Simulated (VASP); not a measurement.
Input of a VASP 6.6.1 run:

File INCAR:

```
SYSTEM = Bi2Te3
PREC = Accurate
ENCUT = 600
EDIFF = 1E-6
ISMEAR = 0
SIGMA = 0.03
LREAL = .False.
LASPH = .True.
NELM = 80
ALGO = Normal
ISIF = 3
LWAVE = .False.
LCHARG = .False.
GGA = PE
IVDW = 12
IBRION = 2
NSW = 90
EDIFFG = -0.01
```

KPOINTS

```
regular mesh
0
Gamma
  7 7 7
  0 0 0
```

POSCAR

```
Bi2Te3
1.0
    2.1930000000      1.2661291403     10.1656666667
   -2.1930000000      1.2661291403     10.1656666667
    0.0000000000     -2.5322582807     10.1656666667
Bi Te
2 3
Direct
    0.4000000000      0.4000000000      0.4000000000
    0.6000000000      0.6000000000      0.6000000000
    0.0000000000      0.0000000000      0.0000000000
    0.2095000000      0.2095000000      0.2095000000
    0.7905000000      0.7905000000      0.7905000000
```

Potentials or basis: VASP PAW PBE potentials, release 64 (Bi_d, Te).

The run is started by

```console
$ cat potpaw_PBE.64/Bi_d/POTCAR potpaw_PBE.64/Te/POTCAR > POTCAR
$ mpirun -np 1 vasp_std > vasp.out
```

Problem. Predict the space group after relaxing (to 0.1 Å).

Solution. R-3m (No. 166).

Problem. What does it give for the dispersion energy per atom?

Solution. -0.451 eV.

Problem. What does it give for the relaxed volume?

Solution. 33.66 Å³/atom.

Final structure:
```cif
data_structure
_symmetry_space_group_name_H-M 'P 1'
_symmetry_Int_Tables_number 1
_cell_length_a 10.4084
_cell_length_b 10.4084
_cell_length_c 10.4084
_cell_angle_alpha 24.334
_cell_angle_beta 24.334
_cell_angle_gamma 24.334
_cell_volume 168.29
loop_
_atom_site_label
_atom_site_type_symbol
_atom_site_fract_x
_atom_site_fract_y
_atom_site_fract_z
_atom_site_occupancy
Bi1 Bi 0.40010 0.40010 0.40010 1
Bi2 Bi 0.59990 0.59990 0.59990 1
Te1 Te 0.00000 0.00000 0.00000 1
Te2 Te 0.20932 0.20932 0.20932 1
Te3 Te 0.79068 0.79068 0.79068 1
```
